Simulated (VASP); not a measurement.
# Si (Fd-3m) in VASP: notebook

The runs below take Si through single point, with PBE.

All numbers are computed with VASP 6.6.1; they aren't measurements. Logs are shortened: lines on timing, memory, paths and dates and some standing lists are left out, and cuts for length are marked.

## (1) The cell of the first run

It takes space group Fd-3m (No. 227, cubic). Conventional cell: a = 5.470 Å, b = 5.470 Å, c = 5.470 Å, α = 90.00°, β = 90.00°, γ = 90.00°. Si (site symmetry -43m) has 4 Si at 2.37 Å within 3.1 Å.

## (2) Single point, PBE

INCAR reads:

```
SYSTEM = Si
ALGO     = Normal         ! electronic algorithm
EDIFF    = 1E-6           ! SCF threshold, eV
ENCUT    = 500            ! plane-wave cutoff, eV
GGA      = PE             ! functional
GGA_COMPAT= .FALSE.      
ISIF     = 2              ! what is computed and relaxed
ISMEAR   = -1             ! smearing method
LASPH    = .TRUE.         ! aspherical terms in the spheres
LCHARG   = .FALSE.        ! write CHGCAR
LREAL    = .FALSE.        ! projectors in reciprocal space
LWAVE    = .FALSE.        ! write WAVECAR
NBANDS   = 11             ! bands
NELM     = 120            ! most SCF steps
PREC     = Accurate       ! precision mode
SIGMA    = 0.1            ! smearing width, eV
```

KPOINTS reads:

```
k-points
0
G
  4 4 4
  0 0 0
```

POSCAR reads:

```
Si
1.0
   -2.7351025696      0.0000000000      2.7351025696
    0.0000000000      2.7351025696      2.7351025696
   -2.7351025696      2.7351025696      0.0000000000
Si
2
Direct
    0.0000000000      0.0000000000      0.0000000000
    0.2500000000      0.2500000000      0.2500000000
```

Potentials or basis: VASP PAW PBE potentials, release 64 (Si).

Launch:

```console
cat potpaw_PBE.64/Si/POTCAR > POTCAR
mpirun -np 1 vasp_std > vasp.out
```

OUTCAR:

```text
SYSTEM = Si
   EDIFF = 1E-6
   ENCUT = 500
   GGA = PE
   ISIF = 2
   ISMEAR = -1
   LASPH = .TRUE.
   LREAL = .FALSE.
   NELM = 120
   PREC = Accurate

 ion  position               nearest neighbor table
   1  0.000  0.000  0.000-   2 2.37   2 2.37   2 2.37   2 2.37
   2  0.250  0.250  0.250-   1 2.37   1 2.37   1 2.37   1 2.37

  LATTYP: Found a face centered cubic cell.
 ALAT       =     5.4702051392

  Lattice vectors:

 A1 = (  -2.7351025696,   0.0000000000,   2.7351025696)
 A2 = (   0.0000000000,   2.7351025696,   2.7351025696)
 A3 = (  -2.7351025696,   2.7351025696,   0.0000000000)

Analysis of symmetry for initial positions (statically):
=====================================================================
 Subroutine PRICEL returns:
 Original cell was already a primitive cell.

 Routine SETGRP: Setting up the symmetry group for a
 face centered cubic supercell.

 Subroutine GETGRP returns: Found 48 space group operations
 (whereof 24 operations were pure point group operations)
 out of a pool of 48 trial point group operations.

The static configuration has the point symmetry T_d .
 The point group associated with its full space group is O_h .

Analysis of symmetry for dynamics (positions and initial velocities):
=====================================================================
 Subroutine PRICEL returns:
 Original cell was already a primitive cell.

 Routine SETGRP: Setting up the symmetry group for a
 face centered cubic supercell.

 Subroutine GETGRP returns: Found 48 space group operations
 (whereof 24 operations were pure point group operations)
 out of a pool of 48 trial point group operations.

The dynamic configuration has the point symmetry T_d .
 The point group associated with its full space group is O_h .

 Subroutine INISYM returns: Found 48 space group operations
 (whereof 24 operations are pure point group operations),
 and found     1 'primitive' translations

----------------------------------------------------------------------------------------

                                     Primitive cell

  volume of cell :      40.9214

  direct lattice vectors                    reciprocal lattice vectors
    -2.735102570  0.000000000  2.735102570    -0.182808501 -0.182808501  0.182808501
     0.000000000  2.735102570  2.735102570     0.182808501  0.182808501  0.182808501
    -2.735102570  2.735102570  0.000000000    -0.182808501  0.182808501 -0.182808501

  length of vectors
     3.868019148  3.868019148  3.868019148     0.316633611  0.316633611  0.316633611

  position of ions in fractional coordinates (direct lattice)
     0.000000000  0.000000000  0.000000000
     0.250000000  0.250000000  0.250000000

  ion indices of the primitive-cell ions
   primitive index   ion index
                 1           1
                 2           2

----------------------------------------------------------------------------------------

 KPOINTS: k-points

Automatic generation of k-mesh.
 Grid dimensions read from file:
 generate k-points for:    4    4    4

 Generating k-lattice:

  Cartesian coordinates                     Fractional coordinates (reciprocal lattice)
    -0.045702125 -0.045702125  0.045702125     0.250000000  0.000000000  0.000000000
     0.045702125  0.045702125  0.045702125     0.000000000  0.250000000  0.000000000
    -0.045702125  0.045702125 -0.045702125     0.000000000  0.000000000  0.250000000

  Length of vectors
     0.079158403  0.079158403  0.079158403

  Shift w.r.t. Gamma in fractional coordinates (k-lattice)
     0.000000000  0.000000000  0.000000000

 Subroutine IBZKPT returns following result:
 ===========================================

 Found      8 irreducible k-points:

 Following reciprocal coordinates:
            Coordinates               Weight
  0.000000  0.000000  0.000000      1.000000
  0.250000  0.000000  0.000000      8.000000
  0.500000  0.000000  0.000000      4.000000
  0.250000  0.250000  0.000000      6.000000
  0.500000  0.250000  0.000000     24.000000
 -0.250000  0.250000  0.000000     12.000000
  0.500000  0.500000  0.000000      3.000000
 -0.250000  0.500000  0.250000      6.000000
   k-points           NKPTS =      8   k-points in BZ     NKDIM =      8   number of bands    NBANDS=     11
   number of dos      NEDOS =    301   number of ions     NIONS =      2
   total plane-waves  NPLWV =  21952
   dimension x,y,z NGX =    28 NGY =   28 NGZ =   28
   dimension x,y,z NGXF=    56 NGYF=   56 NGZF=   56
   ions per type =               2
   NGX,Y,Z   is equivalent  to a cutoff of  12.03, 12.03, 12.03 a.u.
   NGXF,Y,Z  is equivalent  to a cutoff of  24.07, 24.07, 24.07 a.u.
 SYSTEM =  Si
   PREC   = accura    normal or accurate (medium, high low for compatibility)
   ISTART =      0    job   : 0-new  1-cont  2-samecut
   ICHARG =      2    charge: 1-file 2-atom 10-const
   ISPIN  =      1    spin polarized calculation?
   LNONCOLLINEAR =      F non collinear calculations
   LSORBIT =      F    spin-orbit coupling
   LASPH  =      T    aspherical Exc in radial PAW
   ENCUT  =  500.0 eV  36.75 Ry    6.06 a.u.   7.05  7.05  7.05*2*pi/ulx,y,z
   NELM   =    120;   NELMIN=  2; NELMDL= -5     # of ELM steps
   EDIFF  = 0.1E-05   stopping-criterion for ELM
   LREAL  =      F    real-space projection
   EDIFFG = 0.1E-04   stopping-criterion for IOM
   NSW    =      0    number of steps for IOM
   IBRION =     -1    ionic relax: 0-MD 1-quasi-New 2-CG
   NFREE  =      0    steps in history (QN), initial steepest desc. (CG)
   ISIF   =      2    stress and relaxation
   ISYM   =      2    0-nonsym 1-usesym 2-fastsym
   POTIM  = 0.5000    time-step for ionic-motion
   TEBEG  =    0.0;   TEEND  =   0.0 temperature during run
   PSTRESS=    0.0 pullay stress
   NELECT =       8.0000    total number of electrons
   NUPDOWN=      -1.0000    fix difference up-down
   EMIN   =  10.00;   EMAX   =-10.00  energy-range for DOS
   EFERMI =   0.00;   METHOD = LEGACY
   ISMEAR =    -1;   SIGMA  =   0.10  broadening in eV -4-tet -1-fermi 0-gaus
   EFERMI_NEDOS =   21; number of points for ismear=-14 and -15
   IALGO  =     38    algorithm
   IMIX   =      4    mixing-type and parameters
     AMIX     =   0.40;   BMIX     =  1.00
     AMIX_MAG =   1.60;   BMIX_MAG =  1.00
  volume/ion in A,a.u.               =      20.46       138.08
  Fermi-wavevector in a.u.,A,eV,Ry     =   0.950141  1.795505 12.282893  0.902767
  Thomas-Fermi vector in A             =   2.078489
   LORBIT       =      0    0 simple, 1 ext, 2 COOP (PROOUT), +10 PAW based schemes
   GGA     = PE    functional components
   LHFCALC =     F    Hartree Fock is set to
   AEXX    =    0.0000 exact exchange contribution
   IVDW    =     0    specifies the selected vdW correction
   LEPSILON=     F    determine dielectric tensor
   LRPA    =     F    only Hartree local field effects (RPA)
 non-spin polarized calculation
  energy-cutoff  :      500.00
  volume of cell :       40.92
 maximum number of plane-waves:      1056
   NGX = 15   NGY = 15   NGZ = 15

 number of electron       8.0000000 magnetization

 Free energy of the ion-electron system (eV)
  ---------------------------------------------------
  ext. energy  EPLUGINS =         0.00000000
  ---------------------------------------------------
  free energy    TOTEN  =       -10.66592030 eV

  energy without entropy =      -10.66280340  energy(sigma->0) =      -10.66436185

 E-fermi :   5.9815     XC(G=0):  -9.2988

 val. band max:        5.6493890416   @ k =   0.0000   0.0000   0.0000
 cond. band min:       6.3864692901   @ k =   0.5000   0.5000   0.0000
 fundamental gap:      0.7370802485
 Fermi energy:         5.9814995678

 k-point     1 :       0.0000    0.0000    0.0000
  band No.  band energies     occupation
      1      -6.1676      2.00000
      2       5.6494      1.93029
      3       5.6494      1.93029
      4       5.6494      1.93029
      5       8.1889      0.00000
      6       8.1889      0.00000
      7       8.1889      0.00000
      8       8.7772      0.00000
      9      13.3372      0.00000
     10      13.3372      0.00000
     11      13.5231      0.00000

 k-point     2 :       0.2500    0.0000    0.0000
  band No.  band energies     occupation
      1      -5.3827      2.00000
      2       1.7587      2.00000
      3       4.9015      1.99996
      4       4.9015      1.99996
      5       7.5984      0.00000
      6       9.1231      0.00000
      7       9.1231      0.00000
      8      12.3949      0.00000
      9      12.8161      0.00000
     10      12.8161      0.00000
     11      14.5663      0.00000

 k-point     3 :       0.5000    0.0000    0.0000
  band No.  band energies     occupation
      1      -3.8881      2.00000
      2      -1.2249      2.00000
      3       4.4677      2.00000
      4       4.4677      2.00000
      5       7.1069      0.00003
      6       8.9798      0.00000
      7       8.9798      0.00000
      8      13.3382      0.00000
      9      16.1280      0.00000
     10      16.1280      0.00000
     11      16.8320      0.00000

 k-point     4 :       0.2500    0.2500    0.0000
  band No.  band energies     occupation
      1      -5.1051      2.00000
      2       2.1299      2.00000
      3       3.7949      2.00000
      4       3.7949      2.00000
      5       6.7867      0.00064
      6       8.7687      0.00000
      7      11.3278      0.00000
      8      11.3278      0.00000
      9      13.5089      0.00000
     10      14.5282      0.00000
     11      16.9449      0.00000

 k-point     5 :       0.5000    0.2500    0.0000
  band No.  band energies     occupation
      1      -3.5032      2.00000
      2      -0.6771      2.00000
      3       2.1793      2.00000
      4       3.4837      2.00000
      5       7.1765      0.00001
      6      10.0688      0.00000
      7      11.2855      0.00000
      8      11.5103      0.00000
      9      15.7250      0.00000
     10      16.0937      0.00000
     11      17.6811      0.00000

 k-point     6 :      -0.2500    0.2500    0.0000
  band No.  band energies     occupation
      1      -4.1633      2.00000
      2       0.2075      2.00000
      3       1.9718      2.00000
      4       4.3431      2.00000
      5       8.0720      0.00000
      6      10.3806      0.00000
      7      10.7279      0.00000
      8      11.6779      0.00000
      9      12.0849      0.00000
     10      15.1579      0.00000
     11      18.1297      0.00000

 k-point     7 :       0.5000    0.5000    0.0000
  band No.  band energies     occupation
      1      -2.0989      2.00000
      2      -2.0989      2.00000
      3       2.8484      2.00000
      4       2.8484      2.00000
      5       6.3865      0.03426
      6       6.3865      0.03426
      7      15.5715      0.00000
      8      15.5715      0.00000
      9      16.5482      0.00000
     10      16.5482      0.00000
     11      18.0699      0.00000

 k-point     8 :      -0.2500    0.5000    0.2500
  band No.  band energies     occupation
      1      -1.9438      2.00000
      2      -1.9438      2.00000
      3       1.8793      2.00000
      4       1.8793      2.00000
      5       9.9096      0.00000
      6       9.9096      0.00000
      7      10.5650      0.00000
      8      10.5650      0.00000
      9      16.0908      0.00000
     10      16.0908      0.00000
     11      18.5038      0.00000

------------------------ aborting loop because EDIFF is reached ----------------------------------------

  FORCE on cell =-STRESS in cart. coord.  units (eV):
  Direction    XX          YY          ZZ          XY          YZ          ZX
  --------------------------------------------------------------------------------------
  -------------------------------------------------------------------------------------
  Total        0.1211921      0.1211921      0.1211921     -0.0000000      0.0000000     -0.0000000
  in kB        4.7449763      4.7449763      4.7449763     -0.0000000      0.0000000     -0.0000000
  external PRESSURE =       4.7449763 kB  Pullay stress =       0.0000000 kB

 VOLUME and BASIS-vectors are now :
 -----------------------------------------------------------------------------
  energy-cutoff  :      500.00
  volume of cell :       40.92
      direct lattice vectors                 reciprocal lattice vectors
    -2.735102570  0.000000000  2.735102570    -0.182808501 -0.182808501  0.182808501
     0.000000000  2.735102570  2.735102570     0.182808501  0.182808501  0.182808501
    -2.735102570  2.735102570  0.000000000    -0.182808501  0.182808501 -0.182808501

 POSITION                                       TOTAL-FORCE (eV/Angst)
 -----------------------------------------------------------------------------------
      0.00000      0.00000      0.00000         0.000000     -0.000000     -0.000000
     -1.36755      1.36755      1.36755        -0.000000      0.000000      0.000000
 -----------------------------------------------------------------------------------
    total drift:                               -0.000000      0.000000     -0.000000

  FREE ENERGIE OF THE ION-ELECTRON SYSTEM (eV)
  ---------------------------------------------------
  free  energy   TOTEN  =       -10.6659203011 eV

  energy  without entropy=      -10.6628033971  energy(sigma->0) =      -10.66436185
```

Wall time 7 s (1 thread of Intel Xeon 8259CL, shared host); peak memory 0.14 GiB.

Results:

| Property | Result |
| --- | --- |
| Free energy | -10.6659 eV |
| Pressure | 0.5 GPa |
| Band gap on the k mesh | 0.74 eV, indirect (least direct gap 2.54 eV) |

Caveat: the k points lie up to 0.50 Å⁻¹ apart. A k mesh can miss the band edges.

## (3) Single point, PBE

INCAR reads:

```
PREC = Accurate ; ENCUT = 500
EDIFF = 1E-6 ; ISMEAR = -1
SIGMA = 0.1 ; LREAL = False
LASPH = True ; NELM = 120
ALGO = Normal ; ISIF = 2
LWAVE = False ; LCHARG = True
GGA = PE ; LELF = True
LVHAR = True ; NBANDS = 11
GGA_COMPAT = False
```

KPOINTS reads:

```
Automatic mesh
0
Gamma
  4 4 4
```

POSCAR is that of step 2.

Potentials or basis: VASP PAW PBE potentials, release 64 (Si).

Launch:

```console
cat potpaw_PBE.64/Si/POTCAR > POTCAR
mpirun -np 1 vasp_std > vasp.out
```

It took 7.9 s on 1 thread of Intel Xeon 8259CL, shared host; peak memory 0.14 GiB.

It converged, with:

```yaml
Free_energy: -10.6659 eV
Pressure: 0.5 GPa
Band_gap_on_the_k_mesh: 0.74 eV, indirect (least direct gap 2.54 eV)
```

Levels at points of the mesh, in eV from the valence-band top:
```
           k point  band 2  band 3  band 4  band 5  band 6  band 7
(0.00, 0.00, 0.00)    0.00    0.00    0.00    2.54    2.54    2.54
(0.50, 0.00, 0.00)   -6.87   -1.18   -1.18    1.46    3.33    3.33
(0.50, 0.50, 0.00)   -7.75   -2.80   -2.80    0.74    0.74    9.92
```

Caveat: the k points lie up to 0.50 Å⁻¹ apart. A k mesh can miss the band edges.
